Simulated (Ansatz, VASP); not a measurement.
**Os: VASP beside Ansatz**

Contents of INCAR:

```
ALGO = Normal ; EDIFF = 1E-7
ENCUT = 520 ; ISIF = 2
ISMEAR = 0 ; LASPH = T
LCHARG = T ; LELF = T
LREAL = F ; LVHAR = T
LWAVE = F ; NBANDS = 15
NELM = 60 ; PREC = Accurate
SIGMA = 1.0
```

KPOINTS

```
k-points
0
Gamma
  13 13 8
```

Contents of POSCAR:

```
Os
1.0
    2.7175247593      0.0000000000      0.0000000000
   -1.3587623796      2.3534454770      0.0000000000
    0.0000000000      0.0000000000      4.2844606214
Os
2
Direct
    0.3333333333      0.6666666667      0.2500000000
    0.6666666667      0.3333333333      0.7500000000
```

Input for Ansatz:

```yaml
crystal:
  lattice:
    - [2.7175247593, 0.0, 0.0]
    - [-1.3587623796, 2.353445477, 0.0]
    - [0.0, 0.0, 4.2844606214]
  atoms:
    - { symbol: Os, position: [0.3333333333, 0.6666666667, 0.25] }
    - { symbol: Os, position: [0.6666666667, 0.3333333333, 0.75] }
hamiltonian:
  xc: lda
  pseudopotentials:
    kind: paw
    azcp:
      Os: "pseudopotentials/Os.paw.azcp"
basis:
  ecutwfc: 420
  fft_grid_basis: typed
kpoints:
  mp_grid: { grid: [13, 13, 8], shift: [0, 0, 0] }
magnetization:
  spin_polarized: false
scf:
  occupations: { method: gaussian, width: 1.0 }
  lower_state_search: "off"
output:
  stress: true
  write_density: true
  write_potential: true
  elf: true
  volumetric_format: npy
```

Alike in both runs: task single point; functional LDA; k mesh 13 × 13 × 8; occupations gaussian, width 1 eV; no spin polarisation.

```csv
,VASP,Ansatz
version,VASP 6.6.1,Ansatz 0.2.0
potentials or method,"VASP PAW LDA potentials, release 64 (Os), cutoff 520 eV","plane waves (420 eV) with PAW, scalar-relativistic"
valence electrons in the cell,16,32
```

Ansatz gave:

```
pressure (GPa)                                                : 2.8
traceless stress, the component that is largest in VASP (GPa) : 1.88
```

**Question.** Which values does VASP return?

**Answer.** Pressure (GPa): 3.9; traceless stress, the component that is largest in VASP (GPa): 1.79.

Ansatz warns that its potentials were made for another functional, while VASP's fit it. LDA's correlation is that of Perdew and Zunger in VASP and of Perdew and Wang (1992) in Ansatz. VASP's potentials hold 16 valence electrons a cell and Ansatz's 32, so a difference there can come from the potentials and not from the codes.

Spin-orbit coupling is off throughout.
